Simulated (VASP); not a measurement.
**HgTe: single point with PBE-based screened hybrid with 25 % exact exchange**

HgTe:

```
CELL_PARAMETERS angstrom
0.00000 3.27755 3.27755
3.27755 0.00000 3.27755
3.27755 3.27755 0.00000
ATOMIC_POSITIONS crystal
Hg 0.00000 0.00000 0.00000
Te 0.75000 0.75000 0.75000
```

- Program: VASP 6.6.1
- Task: single point
- Functional: PBE-based screened hybrid with 25 % exact exchange
- Potentials or basis: VASP PAW PBE potentials, release 64 (Hg, Te)
- Cutoff: 520 eV
- k mesh: 4 × 4 × 4
- Occupations: fermi-dirac, width 0.05 eV
- Spin: no spin polarisation
- Dipole correction: no
- Grid for exact exchange (PRECFOCK): Normal
- Share of exact exchange: 0.25
- Further INCAR settings: ALGO = Normal; EDIFF = 1e-06; NBANDS = 16
- Screening parameter: 0.3 1/Å

| Item | Value |
| --- | --- |
| Pressure | 0.7 GPa |
| Band gap on the k mesh | zero (filled and empty bands touch) |

Levels at points of the mesh, in eV from the Fermi level:
```
           k point  band 5  band 6  band 7  band 8  band 9  band 10  band 11  band 12  band 13  band 14
(0.00, 0.00, 0.00)   -7.68   -7.68   -0.37   -0.03   -0.03    -0.03     4.86     4.86     4.86     7.17
(0.50, 0.00, 0.00)   -7.66   -7.35   -5.54   -1.00   -1.00     1.17     5.65     5.65     7.47     8.55
(0.50, 0.50, 0.00)   -7.63   -7.20   -5.56   -2.26   -2.26     2.41     3.00     8.84     9.58     9.58
```

It took 5.6 min on 1 thread of Intel(R) Xeon(R) 6975P-C (Granite Rapids) (shared host), peak memory 0.31 GiB.

Caveat: the k points lie up to 0.42 Å⁻¹ apart; the PAW data sets were made with another functional, which shifts forces and pressure a little; spin-orbit coupling is left out, which moves the levels of the heavy elements.
